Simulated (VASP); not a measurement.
Wanted: the native input for a VASP 6.6.1 run.

| Quantity | Value |
| --- | --- |
| Task | single point |
| Functional | PBEsol |
| Potentials or basis | VASP PAW PBE potentials, release 64 (Pb_d) |
| Cutoff | 520 eV |
| k mesh | 18 × 18 × 6 |
| Occupations | gaussian, width 0.1 eV |
| Spin | no spin polarisation |
| Dipole correction | no |
| Further INCAR settings | ALGO = Fast; EDIFF = 1e-06; NBANDS = 36 |

The structure of Pb lies in POSCAR:

```
Pb
1.0
    3.3823125200      0.0000000000      0.0000000000
   -1.6911562600      2.9291685658      0.0000000000
    0.0000000000      0.0000000000     11.7025521467
Pb
4
Direct
    0.0000000000      0.0000000000      0.0000000000
    0.3333333333      0.6666666667      0.2500000000
    0.0000000000      0.0000000000      0.5000000000
    0.6666666667      0.3333333333      0.7500000000
```

This isn't the form of Pb at room conditions, which is fcc.

This cell differs from its parent crystal: biaxial strain in the a-b plane: -3.0 %, then relaxed in part.

These files were run (other wordings do the same):

INCAR

```
ALGO = Fast
EDIFF = 1E-6
ENCUT = 520
GGA = PS
ISIF = 2
ISMEAR = 0
LASPH = T
LCHARG = T
LELF = T
LREAL = F
LVHAR = T
LWAVE = F
NBANDS = 36
NELM = 60
PREC = Accurate
SIGMA = 0.1
```

KPOINTS

```
k-points
0
Gamma
  18 18 6
```

Potentials or basis: VASP PAW PBE potentials, release 64 (Pb_d).

Command:

```bash
$ cat potpaw_PBE.64/Pb_d/POTCAR > POTCAR
$ mpirun -np 1 vasp_std > vasp.out
```

It gave:

```
Pressure               : 1.8 GPa
Band gap on the k mesh : zero (bands 28 and 29 overlap by 8.64 eV)
```

Caveat: the cell differs from its parent crystal (biaxial strain in the a-b plane: -3.0 %, then relaxed in part); the PAW data sets were made with another functional, which shifts forces and pressure a little; spin-orbit coupling is left out, which moves the levels of the heavy elements.

It took 19 min on 1 thread of Oxide Virtual Turin-like Processor (shared host), peak memory 0.52 GiB.
